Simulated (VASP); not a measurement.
Crystal: Eu.

```xyz
1
Lattice="-2.2275 2.2275 2.2275 2.2275 -2.2275 2.2275 2.2275 2.2275 -2.2275" Properties=species:S:1:pos:R:3 pbc="T T T"
Eu    0.0000    0.0000    0.0000
```

Base run:

- Program: VASP 6.6.1
- Functional: r2SCAN
- Potentials or basis: VASP PAW PBE potentials, release 64 (Eu)
- Cutoff: 520 eV
- k mesh: 10 × 10 × 10
- Occupations: fermi-dirac, width 0.03 eV
- Spin: collinear spin, ferromagnetic start
- Starting moments: [7.31] μB

Its results: pressure -0.4 GPa; net moment 7.65 μB per cell; site moments Eu +6.68 μB.

The run is repeated on the same cell with these changes: occupations from fermi-dirac, width 0.03 eV to fermi-dirac, width 0.1 eV. What comes out?

Pressure -0.4 GPa; net moment 7.81 μB per cell; site moments Eu +6.71 μB.

Caveats: the PAW data sets were made with another functional, which shifts forces and pressure a little.
